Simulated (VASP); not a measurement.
Runs of VASP 6.6.1 on Al2Ru. The structure is that of space group I4/mmm (No. 139), or close to it. The cells are those of the table. 

| fixed moment (μB) | cell | pressure (GPa) | moment (μB) | largest force (eV/Å) |
| --- | --- | --- | --- | --- |
| 1.5 | a = 4.715 Å, angles 141.6, 141.6, 55.4°, 3 atoms | 7.1 | 1.50 | 0.18 |
| 0.5625 | a = 4.437 Å, angles 141.6, 141.6, 55.4°, 3 atoms | 53.9 | 0.56 | 0.65 |
| 0.1875 | a = 4.581 Å, angles 141.6, 141.6, 55.4°, 3 atoms | 21.0 | 0.19 | 0.28 |
| 1.125 | a = 4.581 Å, angles 141.6, 141.6, 55.4°, 3 atoms | (a) | 1.12 | 0.13 |

Alike in all rows: task single point; level LDA; potentials or basis VASP PAW LDA potentials, release 64 (Al, Ru_pv); spin collinear, ferromagnetic start; k mesh 20 × 20 × 20; cutoff (eV) 520; smearing gaussian 0.15 eV.

Task: Estimate the missing entries.

Result: (a) 25.2.

Caveats: the total moment is fixed, so each spin has its own Fermi level and the state may be an excited one; the cell stands under pressure (at least some runs); the stress differs along the axes, from 3 to 9 GPa (at least some runs); the stress differs along the axes, from 21 to 27 GPa (at least some runs).
